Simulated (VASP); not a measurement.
Set up this calculation in VASP 6.6.1, as the native input.

| Item | Value |
| --- | --- |
| Task | single point |
| Functional | PBE |
| Potentials or basis | VASP PAW PBE potentials, release 64 (Zn, Se) |
| Cutoff | 520 eV |
| k mesh | 10 × 10 × 10 |
| Occupations | gaussian, width 0.05 eV |
| Spin | no spin polarisation |
| Dipole correction | no |
| Further INCAR settings | ALGO = Normal; EDIFF = 1e-06; NBANDS = 16 |

The structure of ZnSe lies in POSCAR:

```
ZnSe
1.0
    0.0000000000      2.8726240025      2.7577190424
    2.8726240025      0.0000000000      2.7577190424
    2.8726240025      2.8726240025      0.0000000000
Zn Se
1 1
Direct
    0.0000000000      0.0000000000      0.0000000000
    0.7500000000      0.7500000000      0.7500000000
```

This cell differs from its parent crystal: ratio of the length along z to the lengths across it x 0.96, volume and fractional coordinates fixed.

The input as run:

INCAR

```
SYSTEM = ZnSe
PREC     = Accurate       ! precision mode
ENCUT    = 520            ! plane-wave cutoff, eV
EDIFF    = 1E-6           ! SCF threshold, eV
ISMEAR   = 0              ! smearing method
SIGMA    = 0.05           ! smearing width, eV
LREAL    = .False.        ! projectors in reciprocal space
LASPH    = .True.         ! aspherical terms in the spheres
NELM     = 100            ! most SCF steps
ALGO     = Normal         ! electronic algorithm
ISIF     = 2              ! what is computed and relaxed
LWAVE    = .False.        ! write WAVECAR
LCHARG   = .False.        ! write CHGCAR
GGA      = PE             ! functional
NBANDS   = 16             ! bands
```

KPOINTS

```
regular mesh
0
Gamma
  10 10 10
  0 0 0
```

Potentials or basis: VASP PAW PBE potentials, release 64 (Zn, Se).

Command:

```console
$ cat potpaw_PBE.64/Zn/POTCAR potpaw_PBE.64/Se/POTCAR > POTCAR
$ mpirun -np 1 vasp_std > vasp.out
```

Results of the run:

| Item | Value |
| --- | --- |
| Pressure | 2.3 GPa |
| Band gap on the k mesh | 1.19 eV |

Run time: 120 s on 1 thread of Intel Xeon 8259CL, with other jobs on the host, peak memory 0.22 GiB.
